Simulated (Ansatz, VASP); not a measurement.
## Cd: VASP beside Ansatz

```
CELL_PARAMETERS angstrom
2.95090 0.00000 0.00000
-1.47545 2.55555 0.00000
0.00000 0.00000 5.88385
ATOMIC_POSITIONS crystal
Cd 0.33333 0.66667 0.25000
Cd 0.66667 0.33333 0.75000
```

Alike in both runs: task single point; functional r2SCAN; k mesh 12 × 12 × 6; occupations fermi-dirac, width 0.03 eV; no spin polarisation.

|  | VASP | Ansatz |
| --- | --- | --- |
| version | VASP 6.6.1 | Ansatz 0.2.0 |
| potentials or method | VASP PAW PBE potentials, release 64 (Cd), cutoff 520 eV | plane waves (500 eV) with PAW, scalar-relativistic |
| valence electrons in the cell | 24 | 40 |

|  | VASP | Ansatz | Ansatz less VASP |
| --- | --- | --- | --- |
| pressure (GPa) | 0.4 | 0.0 | -0.36 |
| traceless stress, the component that is largest in VASP (GPa) | -0.18 | 0.00 | +0.178 |

VASP's potentials were made for PBE, not for r2SCAN. VASP's potentials hold 24 valence electrons a cell and Ansatz's 40, so a difference there can come from the potentials and not from the codes.
